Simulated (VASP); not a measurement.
# KCl (Fm-3m) in VASP: single point with HSE06

Aim: the single point of KCl with HSE06.

All numbers are computed with VASP 6.6.1; they aren't measurements. Logs are shortened: lines on timing, memory, paths and dates and some standing lists are left out, and cuts for length are marked.

## 1. The cell of the first run

It takes space group Fm-3m (No. 225, cubic). Conventional cell: a = 6.477 Å, b = 6.477 Å, c = 6.477 Å, α = 90.00°, β = 90.00°, γ = 90.00°. K (site symmetry m-3m) has 6 Cl at 3.24 Å within 4.3 Å. Within 4.3 Å of Cl (site symmetry m-3m) lie 6 K at 3.24 Å.

## 2. Single point, HSE06 (strain +3.0%)

POSCAR reads:

```
KCl
1.0
    0.0000000000      3.2385635596      3.2385635596
    3.2385635596      0.0000000000      3.2385635596
    3.2385635596      3.2385635596      0.0000000000
K Cl
1 1
Direct
    0.0000000000      0.0000000000      0.0000000000
    0.5000000000      0.5000000000      0.5000000000
```

INCAR.step1 reads:

```
SYSTEM = KCl
PREC = Accurate
ENCUT = 520
EDIFF = 1E-5
ISMEAR = 0
SIGMA = 0.01
LREAL = .False.
LASPH = .True.
NELM = 80
ALGO = Normal
ISIF = 2
LWAVE = .True.
LCHARG = .False.
GGA = PE
NBANDS = 15
```

INCAR.step2 reads:

```
SYSTEM = KCl
PREC = Accurate
ENCUT = 520
EDIFF = 1E-7
ISMEAR = 0
SIGMA = 0.01
LREAL = .False.
LASPH = .True.
NELM = 80
ALGO = Normal
ISIF = 2
LWAVE = .False.
LCHARG = .False.
GGA = PE
LHFCALC = .True.
HFSCREEN = 0.2079
PRECFOCK = Normal
ISTART = 1
NBANDS = 15
```

KPOINTS reads:

```
regular mesh
0
Gamma
  6 6 6
  0 0 0
```

Potentials or basis: VASP PAW PBE potentials, release 64 (K_sv, Cl).

On the command line:

```sh
cat potpaw_PBE.64/K_sv/POTCAR potpaw_PBE.64/Cl/POTCAR > POTCAR
cp INCAR.step1 INCAR
mpirun -np 1 vasp_std > vasp.out
cp INCAR.step2 INCAR
mpirun -np 1 vasp_std > vasp.out
```

OUTCAR:

```text
SYSTEM = KCl
   PREC = Accurate
   ENCUT = 520
   EDIFF = 1E-7
   ISMEAR = 0
   LREAL = .False.
   LASPH = .True.
   NELM = 80
   ISIF = 2
   GGA = PE
   LHFCALC = .True.
   HFSCREEN = 0.2079
   PRECFOCK = Normal
   ISTART = 1

 ion  position               nearest neighbor table
   1  0.000  0.000  0.000-   2 3.24   2 3.24   2 3.24   2 3.24   2 3.24   2 3.24
   2  0.500  0.500  0.500-   1 3.24   1 3.24   1 3.24   1 3.24   1 3.24   1 3.24

  LATTYP: Found a face centered cubic cell.
 ALAT       =     6.4771271192

  Lattice vectors:

 A1 = (   0.0000000000,   3.2385635596,   3.2385635596)
 A2 = (   3.2385635596,   0.0000000000,   3.2385635596)
 A3 = (   3.2385635596,   3.2385635596,   0.0000000000)

Analysis of symmetry for initial positions (statically):
=====================================================================
 Subroutine PRICEL returns:
 Original cell was already a primitive cell.

 Routine SETGRP: Setting up the symmetry group for a
 face centered cubic supercell.

 Subroutine GETGRP returns: Found 48 space group operations
 (whereof 48 operations were pure point group operations)
 out of a pool of 48 trial point group operations.

The static configuration has the point symmetry O_h .

Analysis of symmetry for dynamics (positions and initial velocities):
=====================================================================
 Subroutine PRICEL returns:
 Original cell was already a primitive cell.

 Routine SETGRP: Setting up the symmetry group for a
 face centered cubic supercell.

 Subroutine GETGRP returns: Found 48 space group operations
 (whereof 48 operations were pure point group operations)
 out of a pool of 48 trial point group operations.

The dynamic configuration has the point symmetry O_h .

 Subroutine INISYM returns: Found 48 space group operations
 (whereof 48 operations are pure point group operations),
 and found     1 'primitive' translations

----------------------------------------------------------------------------------------

                                     Primitive cell

  volume of cell :      67.9340

  direct lattice vectors                    reciprocal lattice vectors
     0.000000000  3.238563560  3.238563560    -0.154389436  0.154389436  0.154389436
     3.238563560  0.000000000  3.238563560     0.154389436 -0.154389436  0.154389436
     3.238563560  3.238563560  0.000000000     0.154389436  0.154389436 -0.154389436

  length of vectors
     4.580020509  4.580020509  4.580020509     0.267410347  0.267410347  0.267410347

  position of ions in fractional coordinates (direct lattice)
     0.000000000  0.000000000  0.000000000
     0.500000000  0.500000000  0.500000000

  ion indices of the primitive-cell ions
   primitive index   ion index
                 1           1
                 2           2

----------------------------------------------------------------------------------------

 KPOINTS: regular mesh

Automatic generation of k-mesh.
 Grid dimensions read from file:
 generate k-points for:    6    6    6

 Generating k-lattice:

  Cartesian coordinates                     Fractional coordinates (reciprocal lattice)
    -0.025731573  0.025731573  0.025731573     0.166666667  0.000000000  0.000000000
     0.025731573 -0.025731573  0.025731573     0.000000000  0.166666667  0.000000000
     0.025731573  0.025731573 -0.025731573     0.000000000  0.000000000  0.166666667

  Length of vectors
     0.044568391  0.044568391  0.044568391

  Shift w.r.t. Gamma in fractional coordinates (k-lattice)
     0.000000000  0.000000000  0.000000000

 Subroutine IBZKPT returns following result:
 ===========================================

 Found     16 irreducible k-points:

 Following reciprocal coordinates:
            Coordinates               Weight
  0.000000  0.000000  0.000000      1.000000
  0.166667  0.000000  0.000000      8.000000
  0.333333  0.000000  0.000000      8.000000
  0.500000  0.000000  0.000000      4.000000
  0.166667  0.166667  0.000000      6.000000
  0.333333  0.166667  0.000000     24.000000
[... 8 lines left out ...]
 -0.333333  0.333333  0.166667     24.000000
 -0.333333  0.500000  0.166667     12.000000
   k-points           NKPTS =     16   k-points in BZ     NKDIM =    216   number of bands    NBANDS=     15
   number of dos      NEDOS =    301   number of ions     NIONS =      2
   total plane-waves  NPLWV =  46656
   dimension x,y,z NGX =    36 NGY =   36 NGZ =   36
   dimension x,y,z NGXF=    72 NGYF=   72 NGZF=   72
   ions per type =               1   1
   NGX,Y,Z   is equivalent  to a cutoff of  13.07, 13.07, 13.07 a.u.
   NGXF,Y,Z  is equivalent  to a cutoff of  26.13, 26.13, 26.13 a.u.
 SYSTEM =  KCl
   PREC   = accura    normal or accurate (medium, high low for compatibility)
   ISTART =      1    job   : 0-new  1-cont  2-samecut
   ICHARG =      0    charge: 1-file 2-atom 10-const
   ISPIN  =      1    spin polarized calculation?
   LNONCOLLINEAR =      F non collinear calculations
   LSORBIT =      F    spin-orbit coupling
   LASPH  =      T    aspherical Exc in radial PAW
   ENCUT  =  520.0 eV  38.22 Ry    6.18 a.u.   8.52  8.52  8.52*2*pi/ulx,y,z
   NELM   =     80;   NELMIN=  2; NELMDL=  0     # of ELM steps
   EDIFF  = 0.1E-06   stopping-criterion for ELM
   LREAL  =      F    real-space projection
   EDIFFG = 0.1E-05   stopping-criterion for IOM
   NSW    =      0    number of steps for IOM
   IBRION =     -1    ionic relax: 0-MD 1-quasi-New 2-CG
   NFREE  =      0    steps in history (QN), initial steepest desc. (CG)
   ISIF   =      2    stress and relaxation
   ISYM   =      3    0-nonsym 1-usesym 2-fastsym
   POTIM  = 0.5000    time-step for ionic-motion
   TEBEG  =    0.0;   TEEND  =   0.0 temperature during run
   PSTRESS=    0.0 pullay stress
   NELECT =      16.0000    total number of electrons
   NUPDOWN=      -1.0000    fix difference up-down
   EMIN   =  10.00;   EMAX   =-10.00  energy-range for DOS
   EFERMI =   0.00;   METHOD = LEGACY
   ISMEAR =     0;   SIGMA  =   0.01  broadening in eV -4-tet -1-fermi 0-gaus
   EFERMI_NEDOS =   21; number of points for ismear=-14 and -15
   IALGO  =     38    algorithm
   IMIX   =      1    mixing-type and parameters
     AMIX     =   0.40;   BMIX     =  1.00
     AMIX_MAG =   1.60;   BMIX_MAG =  1.00
  volume/ion in A,a.u.               =      33.97       229.22
  Fermi-wavevector in a.u.,A,eV,Ry     =   1.011003  1.910518 13.906880  1.022127
  Thomas-Fermi vector in A             =   2.144026
   LORBIT       =      0    0 simple, 1 ext, 2 COOP (PROOUT), +10 PAW based schemes
   GGA     = PE    functional components
   LHFCALC =     T    Hartree Fock is set to
   PRECFOCK=normal    Normal, Fast or Accurate (Low or Medium for compatibility)
   ENCUT4O =  -1.0   cutoff for four orbital integrals eV
   NKREDX  =     1    reduce k-point grid by
   NKREDY  =     1    reduce k-point grid by
   NKREDZ  =     1    reduce k-point grid by
   AEXX    =    0.2500 exact exchange contribution
   HFSCREEN=    0.2079 screening length (either q_TF or 0.3 A-1)
   HFSCREENC=   0.2079 screening length for correlation (either q_TF or 0.3 A-1)
   ENCUTFOCK=  -1.0 apply spherical cutoff to Coloumb kernel
   IVDW    =     0    specifies the selected vdW correction
   LEPSILON=     F    determine dielectric tensor
   LRPA    =     F    only Hartree local field effects (RPA)
 non-spin polarized calculation
 Gauss-broadening in eV      SIGMA  =   0.01
  energy-cutoff  :      520.00
  volume of cell :       67.93
 maximum number of plane-waves:      1853
 NGX is ok and might be reduce to    36
  NGX = 28; NGY = 28; NGZ = 28

 number of electron      16.0000000 magnetization

 Free energy of the ion-electron system (eV)
  ---------------------------------------------------
  ext. energy  EPLUGINS =         0.00000000
  ---------------------------------------------------
  free energy    TOTEN  =        -7.85738610 eV

  energy without entropy =       -7.85738610  energy(sigma->0) =       -7.85738610

 E-fermi :  -3.0387     XC(G=0):  -6.0316

 val. band max:       -3.1445966639   @ k =   0.0000   0.0000   0.0000
 cond. band min:       3.0462300318   @ k =   0.0000   0.0000   0.0000
 fundamental gap:      6.1908266957
 Fermi energy:        -3.0386742804

 k-point     1 :       0.0000    0.0000    0.0000
  band No.  band energies     occupation
      1     -32.6309      2.00000
      2     -16.3114      2.00000
      3     -14.7371      2.00000
      4     -14.7371      2.00000
      5     -14.7371      2.00000
      6      -3.1446      2.00000
      7      -3.1446      2.00000
      8      -3.1446      2.00000
      9       3.0462      0.00000
     10       6.6899      0.00000
     11       6.6899      0.00000
     12       6.6899      0.00000
     13       7.6533      0.00000
     14       7.6533      0.00000
     15      10.7563      0.00000

 k-point     2 :       0.1667    0.0000    0.0000
  band No.  band energies     occupation
      1     -32.6292      2.00000
      2     -16.3451      2.00000
      3     -14.7386      2.00000
      4     -14.7386      2.00000
      5     -14.6900      2.00000
      6      -3.4172      2.00000
      7      -3.2147      2.00000
      8      -3.2147      2.00000
      9       3.6423      0.00000
     10       6.4476      0.00000
     11       7.0258      0.00000
     12       7.0258      0.00000
     13       7.9898      0.00000
     14       7.9898      0.00000
     15      11.7610      0.00000
[... 221 lines left out ...]
      3     -14.7922      2.00000
      4     -14.7790      2.00000
      5     -14.6534      2.00000
      6      -3.7933      2.00000
      7      -3.5516      2.00000
      8      -3.4591      2.00000
      9       5.9926      0.00000
     10       6.2686      0.00000
     11       7.6864      0.00000
     12       8.1648      0.00000
     13       9.5217      0.00000
     14      10.0463      0.00000
     15      10.0871      0.00000

 k-point    16 :      -0.3333    0.5000    0.1667
  band No.  band energies     occupation
      1     -32.6218      2.00000
      2     -16.2743      2.00000
      3     -14.8240      2.00000
      4     -14.7931      2.00000
      5     -14.6979      2.00000
      6      -3.6912      2.00000
      7      -3.5213      2.00000
      8      -3.4863      2.00000
      9       5.4448      0.00000
     10       6.9241      0.00000
     11       6.9871      0.00000
     12       8.3255      0.00000
     13       9.2969      0.00000
     14      10.1357      0.00000
     15      10.4416      0.00000

------------------------ aborting loop because EDIFF is reached ----------------------------------------

  FORCE on cell =-STRESS in cart. coord.  units (eV):
  Direction    XX          YY          ZZ          XY          YZ          ZX
  --------------------------------------------------------------------------------------
  -------------------------------------------------------------------------------------
  Total       -0.3828450     -0.3828450     -0.3828450      0.0000000     -0.0000000      0.0000000
  in kB       -9.0291392     -9.0291392     -9.0291392      0.0000000     -0.0000000      0.0000000
  external PRESSURE =      -9.0291392 kB  Pullay stress =       0.0000000 kB

 VOLUME and BASIS-vectors are now :
 -----------------------------------------------------------------------------
  energy-cutoff  :      520.00
  volume of cell :       67.93
      direct lattice vectors                 reciprocal lattice vectors
     0.000000000  3.238563560  3.238563560    -0.154389436  0.154389436  0.154389436
     3.238563560  0.000000000  3.238563560     0.154389436 -0.154389436  0.154389436
     3.238563560  3.238563560  0.000000000     0.154389436  0.154389436 -0.154389436

 POSITION                                       TOTAL-FORCE (eV/Angst)
 -----------------------------------------------------------------------------------
      0.00000      0.00000      0.00000         0.000000     -0.000000     -0.000000
      3.23856      3.23856      3.23856         0.000000      0.000000      0.000000
 -----------------------------------------------------------------------------------
    total drift:                               -0.000000      0.000000      0.000000

  FREE ENERGIE OF THE ION-ELECTRON SYSTEM (eV)
  ---------------------------------------------------
  free  energy   TOTEN  =        -7.8573861004 eV

  energy  without entropy=       -7.8573861004  energy(sigma->0) =       -7.85738610
```

Run time: 65 min. Hardware: 1 thread of AMD EPYC 7R43 (Zen 3), shared host; peak memory 0.31 GiB.

What came out:

* Free energy: -7.8574 eV
* Pressure: -0.9 GPa
* Band gap on the k mesh: 6.19 eV

Levels at points of the mesh, in eV from the valence-band top:
| k point | band 4 | band 5 | band 6 | band 7 | band 8 | band 9 | band 10 | band 11 | band 12 | band 13 |
| --- | --- | --- | --- | --- | --- | --- | --- | --- | --- | --- |
| (0.00, 0.00, 0.00) | -11.59 | -11.59 | 0.00 | 0.00 | 0.00 | 6.19 | 9.83 | 9.83 | 9.83 | 10.80 |
| (0.50, 0.00, 0.00) | -11.60 | -11.41 | -0.95 | -0.27 | -0.27 | 8.62 | 9.71 | 11.99 | 11.99 | 12.54 |
| (0.50, 0.50, 0.00) | -11.63 | -11.63 | -0.63 | -0.22 | -0.22 | 7.93 | 9.40 | 10.95 | 11.82 | 12.03 |

Caveat: the cell differs from its parent crystal (strain +3.0%); the PAW data sets were made with another functional, which shifts forces and pressure a little.
